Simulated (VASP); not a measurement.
Crystal: HfSiO4.

```
Hf Si O
1.0
     0.00000    4.12785    4.12785
     4.12785    0.00000    4.12785
     4.12785    4.12785    0.00000
Hf Si O
1 1 4
Direct
  0.00000 0.00000 0.00000
  0.75000 0.75000 0.75000
  0.86417 0.86417 0.40749
  0.86417 0.40749 0.86417
  0.40749 0.86417 0.86417
  0.86417 0.86417 0.86417
```

Base run:

```yaml
Program: VASP 6.6.1
Functional: r2SCAN
Potentials_or_basis: VASP PAW PBE potentials, release 64 (Hf_pv, Si, O)
Cutoff: 520 eV
k_mesh: 6 × 6 × 6
Occupations: gaussian, width 0.02 eV
Spin: no spin polarisation
```

Its results: band gap on the k mesh 5.33 eV, indirect (the least direct gap lies 3.3 meV higher); pressure -2.9 GPa; largest force 0.041 eV/Å.

**Question.** The run is repeated on the same cell with these changes: functional from r2SCAN to PBE. What comes out?

**Answer.** Band gap on the k mesh 4.77 eV, indirect (the least direct gap lies 3.3 meV higher); pressure -0.4 GPa; largest force 0.196 eV/Å.

r2SCAN gives the wider gap, since meta-GGAs in the generalised Kohn-Sham scheme recover part of the derivative discontinuity.

Caveats: spin-orbit coupling is left out, which moves the levels of the heavy elements; the PAW data sets were made with another functional, which shifts forces and pressure a little (some runs).

A k mesh can miss the band edges.
